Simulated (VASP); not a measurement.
# MgO (P6_3/mmc) in VASP: further runs

MgO is run at these levels: PBEsol; tasks: single point.

Everything below comes from runs of VASP 6.6.1. Logs are shortened: lines on timing, memory, paths and dates and some standing lists are left out, and cuts for length are marked.

**1. The cell of the first run**

It takes space group P6_3/mmc (No. 194, hexagonal). The conventional cell has a = 3.399 Å, b = 3.399 Å, c = 3.969 Å, α = 90.00°, β = 90.00°, γ = 120.00°. Within 2.6 Å of Mg (site symmetry -6m2) lie 5 O at 1.96 to 1.98 Å. O (site symmetry -6m2) has 5 Mg at 1.96 to 1.98 Å within 2.6 Å.

**2. Single point, PBEsol (strain -0.025 along x and y, -0.050 along z)**

Input file INCAR:

```
ALGO     = Normal         # electronic algorithm
EDIFF    = 1E-6           # SCF threshold, eV
ENCUT    = 520            # plane-wave cutoff, eV
GGA      = PS             # functional
ISIF     = 2              # what is computed and relaxed
ISMEAR   = 0              # smearing method
LASPH    = T              # aspherical terms in the spheres
LCHARG   = F              # write CHGCAR
LREAL    = F              # projectors in reciprocal space
LWAVE    = F              # write WAVECAR
NBANDS   = 16             # bands
NELM     = 80             # most SCF steps
PREC     = Accurate       # precision mode
SIGMA    = 0.05           # smearing width, eV
```

Input file KPOINTS:

```
k-points
0
Gamma
  9 9 6
```

Input file POSCAR:

```
MgO
1.0
    3.3992184161      0.0000000000      0.0000000000
   -1.6996092081      2.9438095014      0.0000000000
    0.0000000000      0.0000000000      3.9691391590
Mg O
2 2
Direct
    0.6666666667      0.3333333333      0.7500000000
    0.3333333333      0.6666666667      0.2500000000
    0.6666666667      0.3333333333      0.2500000000
    0.3333333333      0.6666666667      0.7500000000
```

Potentials or basis: VASP PAW PBE potentials, release 64 (Mg, O).

Run with:

```bash
cat potpaw_PBE.64/Mg/POTCAR potpaw_PBE.64/O/POTCAR > POTCAR
mpirun -np 1 vasp_std > vasp.out
```

OUTCAR:

```text
EDIFF = 1E-6
   ENCUT = 520
   GGA = PS
   ISIF = 2
   ISMEAR = 0
   LASPH = T
   LREAL = F
   NELM = 80
   PREC = Accurate

 ion  position               nearest neighbor table
   1  0.667  0.333  0.750-   4 1.96   4 1.96   4 1.96   3 1.98   3 1.98   2 2.79   2 2.79   2 2.79
                             2 2.79   2 2.79   2 2.79
   2  0.333  0.667  0.250-   3 1.96   3 1.96   3 1.96   4 1.98   4 1.98   1 2.79   1 2.79   1 2.79
                             1 2.79   1 2.79   1 2.79
   3  0.667  0.333  0.250-   2 1.96   2 1.96   2 1.96   1 1.98   1 1.98
   4  0.333  0.667  0.750-   1 1.96   1 1.96   1 1.96   2 1.98   2 1.98

  LATTYP: Found a hexagonal cell.
 ALAT       =     3.3992184161
 C/A-ratio  =     1.1676622897

  Lattice vectors:

 A1 = (   3.3992184161,   0.0000000000,   0.0000000000)
 A2 = (  -1.6996092081,   2.9438095014,   0.0000000000)
 A3 = (   0.0000000000,   0.0000000000,   3.9691391590)

Analysis of symmetry for initial positions (statically):
=====================================================================
 Subroutine PRICEL returns:
 Original cell was already a primitive cell.

 Routine SETGRP: Setting up the symmetry group for a
 hexagonal supercell.

 Subroutine GETGRP returns: Found 24 space group operations
 (whereof 12 operations were pure point group operations)
 out of a pool of 24 trial point group operations.

The static configuration has the point symmetry D_3d.
 The point group associated with its full space group is D_6h.

Analysis of symmetry for dynamics (positions and initial velocities):
=====================================================================
 Subroutine PRICEL returns:
 Original cell was already a primitive cell.

 Routine SETGRP: Setting up the symmetry group for a
 hexagonal supercell.

 Subroutine GETGRP returns: Found 24 space group operations
 (whereof 12 operations were pure point group operations)
 out of a pool of 24 trial point group operations.

The dynamic configuration has the point symmetry D_3d.
 The point group associated with its full space group is D_6h.

 Subroutine INISYM returns: Found 24 space group operations
 (whereof 12 operations are pure point group operations),
 and found     1 'primitive' translations

----------------------------------------------------------------------------------------

                                     Primitive cell

  volume of cell :      39.7178

  direct lattice vectors                    reciprocal lattice vectors
     3.399218416  0.000000000  0.000000000     0.294185274  0.169847947  0.000000000
    -1.699609208  2.943809501  0.000000000     0.000000000  0.339695894  0.000000000
     0.000000000  0.000000000  3.969139159     0.000000000  0.000000000  0.251943799

  length of vectors
     3.399218416  3.399218416  3.969139159     0.339695894  0.339695894  0.251943799

  position of ions in fractional coordinates (direct lattice)
     0.666666667  0.333333333  0.750000000
     0.333333333  0.666666667  0.250000000
     0.666666667  0.333333333  0.250000000
     0.333333333  0.666666667  0.750000000

  ion indices of the primitive-cell ions
   primitive index   ion index
                 1           1
                 2           2
                 3           3
                 4           4

----------------------------------------------------------------------------------------

 KPOINTS: k-points

Automatic generation of k-mesh.
 Grid dimensions read from file:
 generate k-points for:    9    9    6

 Generating k-lattice:

  Cartesian coordinates                     Fractional coordinates (reciprocal lattice)
     0.032687253  0.018871994  0.000000000     0.111111111  0.000000000  0.000000000
     0.000000000  0.037743988  0.000000000     0.000000000  0.111111111  0.000000000
     0.000000000  0.000000000  0.041990633     0.000000000  0.000000000  0.166666667

  Length of vectors
     0.037743988  0.037743988  0.041990633

  Shift w.r.t. Gamma in fractional coordinates (k-lattice)
     0.000000000  0.000000000  0.000000000

 Subroutine IBZKPT returns following result:
 ===========================================

 Found     48 irreducible k-points:

 Following reciprocal coordinates:
            Coordinates               Weight
  0.000000  0.000000  0.000000      1.000000
  0.111111 -0.000000  0.000000      6.000000
  0.222222 -0.000000  0.000000      6.000000
  0.333333  0.000000  0.000000      6.000000
  0.444444 -0.000000  0.000000      6.000000
  0.111111  0.111111  0.000000      6.000000
[... 16 lines left out ...]
  0.333333  0.222222  0.166667     24.000000
  0.333333  0.333333  0.166667      4.000000
 [... further k-points ...]
   k-points           NKPTS =     48   k-points in BZ     NKDIM =     48   number of bands    NBANDS=     16
   number of dos      NEDOS =    301   number of ions     NIONS =      4
   total plane-waves  NPLWV =  23520
   dimension x,y,z NGX =    28 NGY =   28 NGZ =   30
   dimension x,y,z NGXF=    56 NGYF=   56 NGZF=   60
   ions per type =               2   2
   NGX,Y,Z   is equivalent  to a cutoff of  13.69, 13.69, 12.57 a.u.
   NGXF,Y,Z  is equivalent  to a cutoff of  27.39, 27.39, 25.13 a.u.
 SYSTEM =  unknown system
   PREC   = accura    normal or accurate (medium, high low for compatibility)
   ISTART =      0    job   : 0-new  1-cont  2-samecut
   ICHARG =      2    charge: 1-file 2-atom 10-const
   ISPIN  =      1    spin polarized calculation?
   LNONCOLLINEAR =      F non collinear calculations
   LSORBIT =      F    spin-orbit coupling
   LASPH  =      T    aspherical Exc in radial PAW
   ENCUT  =  520.0 eV  38.22 Ry    6.18 a.u.   6.32  6.32  7.38*2*pi/ulx,y,z
   NELM   =     80;   NELMIN=  2; NELMDL= -5     # of ELM steps
   EDIFF  = 0.1E-05   stopping-criterion for ELM
   LREAL  =      F    real-space projection
   EDIFFG = 0.1E-04   stopping-criterion for IOM
   NSW    =      0    number of steps for IOM
   IBRION =     -1    ionic relax: 0-MD 1-quasi-New 2-CG
   NFREE  =      0    steps in history (QN), initial steepest desc. (CG)
   ISIF   =      2    stress and relaxation
   ISYM   =      2    0-nonsym 1-usesym 2-fastsym
   POTIM  = 0.5000    time-step for ionic-motion
   TEBEG  =    0.0;   TEEND  =   0.0 temperature during run
   PSTRESS=    0.0 pullay stress
   NELECT =      16.0000    total number of electrons
   NUPDOWN=      -1.0000    fix difference up-down
   EMIN   =  10.00;   EMAX   =-10.00  energy-range for DOS
   EFERMI =   0.00;   METHOD = LEGACY
   ISMEAR =     0;   SIGMA  =   0.05  broadening in eV -4-tet -1-fermi 0-gaus
   EFERMI_NEDOS =   21; number of points for ismear=-14 and -15
   IALGO  =     38    algorithm
   IMIX   =      4    mixing-type and parameters
     AMIX     =   0.40;   BMIX     =  1.00
     AMIX_MAG =   1.60;   BMIX_MAG =  1.00
  volume/ion in A,a.u.               =       9.93        67.01
  Fermi-wavevector in a.u.,A,eV,Ry     =   1.209075  2.284820 19.889834  1.461862
  Thomas-Fermi vector in A             =   2.344663
   LORBIT       =      0    0 simple, 1 ext, 2 COOP (PROOUT), +10 PAW based schemes
   GGA     = PS    functional components
   LHFCALC =     F    Hartree Fock is set to
   AEXX    =    0.0000 exact exchange contribution
   IVDW    =     0    specifies the selected vdW correction
   LEPSILON=     F    determine dielectric tensor
   LRPA    =     F    only Hartree local field effects (RPA)
 non-spin polarized calculation
 Gauss-broadening in eV      SIGMA  =   0.05
  energy-cutoff  :      520.00
  volume of cell :       39.72
 maximum number of plane-waves:      1095
 NGX is ok and might be reduce to    28
   NGX = 13   NGY = 13   NGZ = 15

 number of electron      16.0000000 magnetization

 Free energy of the ion-electron system (eV)
  ---------------------------------------------------
  ext. energy  EPLUGINS =         0.00000000
  ---------------------------------------------------
  free energy    TOTEN  =       -24.49922513 eV

  energy without entropy =      -24.49922513  energy(sigma->0) =      -24.49922513

 E-fermi :   2.7969     XC(G=0): -10.7750

 val. band max:        2.5571758599   @ k =   0.0000   0.0000   0.0000
 cond. band min:       6.4009176904   @ k =   0.0000   0.0000   0.0000
 fundamental gap:      3.8437418305
 Fermi energy:         2.7968547606

 k-point     1 :       0.0000    0.0000    0.0000
  band No.  band energies     occupation
      1     -14.7831      2.00000
      2     -13.0186      2.00000
      3      -1.4167      2.00000
      4       0.5698      2.00000
      5       0.5698      2.00000
      6       1.6565      2.00000
[... 8 lines left out ...]
     15      18.5345      0.00000
     16      19.2286      0.00000

 k-point     2 :       0.1111   -0.0000    0.0000
  band No.  band energies     occupation
      1     -14.7094      2.00000
      2     -13.0342      2.00000
      3      -1.3146      2.00000
      4       0.3650      2.00000
      5       0.4604      2.00000
      6       1.3507      2.00000
[... 8 lines left out ...]
     15      18.1318      0.00000
     16      18.7208      0.00000

 k-point     3 :       0.2222   -0.0000    0.0000
  band No.  band energies     occupation
      1     -14.5062      2.00000
      2     -13.0895      2.00000
      3      -1.0217      2.00000
      4      -0.2430      2.00000
      5       0.2352      2.00000
      6       0.9219      2.00000
[... 8 lines left out ...]
     15      17.7079      0.00000
     16      18.0248      0.00000

 k-point     4 :       0.3333    0.0000    0.0000
  band No.  band energies     occupation
      1     -14.2256      2.00000
      2     -13.1992      2.00000
      3      -0.9269      2.00000
      4      -0.5848      2.00000
      5       0.0284      2.00000
      6       0.6640      2.00000
[... 8 lines left out ...]
     15      17.3086      0.00000
     16      18.3164      0.00000
[... 324 lines left out ...]
 k-point    22 :       0.2222    0.2222    0.1667
  band No.  band energies     occupation
      1     -14.0014      2.00000
      2     -13.3011      2.00000
      3      -1.0872      2.00000
      4      -0.9767      2.00000
      5       0.2150      2.00000
      6       0.6205      2.00000
[... 8 lines left out ...]
     15      17.9700      0.00000
     16      18.9080      0.00000

 k-point    23 :       0.3333    0.2222    0.1667
  band No.  band energies     occupation
      1     -13.7770      2.00000
      2     -13.4289      2.00000
      3      -1.4003      2.00000
      4      -0.6960      2.00000
      5      -0.2065      2.00000
      6       0.8940      2.00000
[... 8 lines left out ...]
     15      17.6607      0.00000
     16      19.2642      0.00000

 k-point    24 :       0.3333    0.3333    0.1667
  band No.  band energies     occupation
      1     -13.5860      2.00000
      2     -13.5860      2.00000
      3      -1.4046      2.00000
      4      -0.5278      2.00000
      5      -0.5278      2.00000
      6       1.2789      2.00000
[... 8 lines left out ...]
     15      17.3411      0.00000
     16      20.1507      0.00000

 [... further k-points ...]
[... 5 lines left out ...]
  --------------------------------------------------------------------------------------
  -------------------------------------------------------------------------------------
  Total        3.7248209      3.7248209      6.2442856     -0.0000000      0.0000000      0.0000000
  in kB      150.2556712    150.2556713    251.8884430     -0.0000000      0.0000000      0.0000000
  external PRESSURE =     184.1332618 kB  Pullay stress =       0.0000000 kB

 VOLUME and BASIS-vectors are now :
 -----------------------------------------------------------------------------
  energy-cutoff  :      520.00
  volume of cell :       39.72
      direct lattice vectors                 reciprocal lattice vectors
     3.399218416  0.000000000  0.000000000     0.294185274  0.169847947  0.000000000
    -1.699609208  2.943809501  0.000000000     0.000000000  0.339695894  0.000000000
     0.000000000  0.000000000  3.969139159     0.000000000  0.000000000  0.251943799

 POSITION                                       TOTAL-FORCE (eV/Angst)
 -----------------------------------------------------------------------------------
      1.69961      0.98127      2.97685         0.000000      0.000000     -0.000000
     -0.00000      1.96254      0.99228        -0.000000      0.000000     -0.000000
      1.69961      0.98127      0.99228        -0.000000      0.000000      0.000000
     -0.00000      1.96254      2.97685        -0.000000      0.000000     -0.000000
 -----------------------------------------------------------------------------------
    total drift:                               -0.000000      0.000000     -0.000000

  FREE ENERGIE OF THE ION-ELECTRON SYSTEM (eV)
  ---------------------------------------------------
  free  energy   TOTEN  =       -24.4992251331 eV

  energy  without entropy=      -24.4992251331  energy(sigma->0) =      -24.49922513
```

It took 46 s on 1 thread of AMD EPYC 7R13, shared host; peak memory 0.14 GiB.

What came out:

```yaml
Free_energy: -24.4992 eV
Pressure: 18.4 GPa
Band_gap_on_the_k_mesh: 3.84 eV, direct
```

Stress tensor (GPa, compression positive):
```
15.03  0.00  0.00
 0.00 15.03  0.00
 0.00  0.00 25.19
```

Caveat: the cell differs from its parent crystal (strain -0.025 along x and y, -0.050 along z); the PAW data sets were made with another functional, which shifts forces and pressure a little.

**3. Single point, PBEsol (strain -0.050 along x and y, +0.025 along z)**

Input file INCAR:

```
SYSTEM = MgO
PREC = Accurate ; ENCUT = 520
EDIFF = 1E-6 ; ISMEAR = 0
SIGMA = 0.05 ; LREAL = .False.
LASPH = .True. ; NELM = 80
ALGO = Normal ; ISIF = 2
LWAVE = .False. ; LCHARG = .False.
GGA = PS ; NBANDS = 16
```

Input file KPOINTS:

```
Automatic mesh
0
Gamma
  9 9 6
  0 0 0
```

Input file POSCAR:

```
MgO
1.0
    3.3120589696      0.0000000000      0.0000000000
   -1.6560294848      2.8683272065      0.0000000000
    0.0000000000      0.0000000000      4.2824922505
Mg O
2 2
Direct
    0.6666666667      0.3333333333      0.7500000000
    0.3333333333      0.6666666667      0.2500000000
    0.6666666667      0.3333333333      0.2500000000
    0.3333333333      0.6666666667      0.7500000000
```

Potentials or basis: VASP PAW PBE potentials, release 64 (Mg, O).

Run with:

```bash
cat potpaw_PBE.64/Mg/POTCAR potpaw_PBE.64/O/POTCAR > POTCAR
mpirun -np 1 vasp_std > vasp.out
```

It took 42 s on 1 thread of AMD EPYC 7R13, shared host; peak memory 0.15 GiB.

The run converged. Its results:

- Free energy: -24.5095 eV
- Pressure: 14.5 GPa
- Band gap on the k mesh: 3.66 eV, direct

Stress tensor (GPa, compression positive):
```
20.38  0.00  0.00
 0.00 20.38  0.00
 0.00  0.00  2.67
```

Levels at points of the mesh, in eV from the valence-band top:
```
           k point  band 6  band 7  band 8  band 9  band 10  band 11
(0.00, 0.00, 0.00)   -1.08   -1.08    0.00    3.66     9.76    12.00
(0.00, 0.00, 0.50)   -1.48   -1.48   -1.48    6.68     6.68    13.82
```

Caveat: the cell differs from its parent crystal (strain -0.050 along x and y, +0.025 along z); the PAW data sets were made with another functional, which shifts forces and pressure a little.

(Continued in part 2 of 2.)
